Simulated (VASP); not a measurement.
GeSb4Te7, 12 atoms in the cell. The structure is trigonal, space group P-3m1 (No. 164). The conventional cell has a = 4.270 Å, b = 4.270 Å, c = 25.514 Å, α = 90.00°, β = 90.00°, γ = 120.00°. Ge (site symmetry -3m) has 6 Te at 2.98 Å within 3.9 Å. Sb (site symmetry 3m) has 6 Te at 2.99 to 3.16 Å within 3.9 Å. Sb (site symmetry 3m) has 6 Te at 2.99 to 3.17 Å within 3.9 Å. Te (site symmetry 3m) has 3 Sb at 2.99 Å within 3.9 Å. Within 3.9 Å of Te (site symmetry 3m) lie 3 Sb at 2.99 Å. Within 3.9 Å of Te (site symmetry 3m) lie 3 Ge at 2.98 Å and 3 Sb at 3.17 Å. Within 4.5 Å of Te (site symmetry -3m) lie 6 Sb at 3.16 Å and 12 Te at 4.27 to 4.43 Å. 

```yaml
Program: VASP 6.6.1
Task: single point
Functional: PBEsol
Potentials_or_basis: VASP PAW PBE potentials, release 64 (Ge_d, Sb, Te)
Cutoff: 520 eV
k_mesh: 12 × 12 × 2
Occupations: gaussian, width 0.1 eV
Spin: no spin polarisation
Dipole_correction: no
Further_INCAR_settings: ALGO = Normal; EDIFF = 1e-06; NBANDS = 50
```

Potentials or basis: VASP PAW PBE potentials, release 64 (Ge_d, Sb, Te).

Command:

```console
$ cat potpaw_PBE.64/Ge_d/POTCAR potpaw_PBE.64/Sb/POTCAR potpaw_PBE.64/Te/POTCAR > POTCAR
$ mpirun -np 1 vasp_std > vasp.out
```

Hardware: 1 thread of Oxide Virtual Turin-like Processor, with other jobs on the host.

Question: Estimate the wall time of this run.

Answer: Run time: 22 min on 1 thread of Oxide Virtual Turin-like Processor, on a shared host, peak memory 0.84 GiB. Counts: scf iterations 15, k points 38.
